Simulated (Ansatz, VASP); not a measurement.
## C in VASP and in Ansatz

```
CELL_PARAMETERS angstrom
0.00000 1.78582 1.78582
1.78582 0.00000 1.78582
1.78582 1.78582 0.00000
ATOMIC_POSITIONS crystal
C 0.87500 0.87500 0.87500
C 0.12500 0.12500 0.12500
```

Alike in both runs: functional PBE; k mesh 14 × 14 × 14; occupations fermi-dirac, width 0.02 eV; no spin polarisation.

Ansatz relaxed the structure, and its values are those at the end. VASP's run is a single point on that final structure, the one shown.

|  | VASP | Ansatz |
| --- | --- | --- |
| version | VASP 6.6.1 | Ansatz 0.2.0 |
| potentials or method | VASP PAW PBE potentials, release 64 (C) | PAW with Ansatz's default frozen-core files, scalar-relativistic |
| plane-wave cutoff (eV) | 600 | 420 |
| valence electrons in the cell | 8 | 8 |

```tsv
	VASP	Ansatz	Ansatz less VASP
pressure (GPa)	0.0	0.0	+0.01
```

The functional is the same, so the differences come from potentials, cutoffs and numerics.
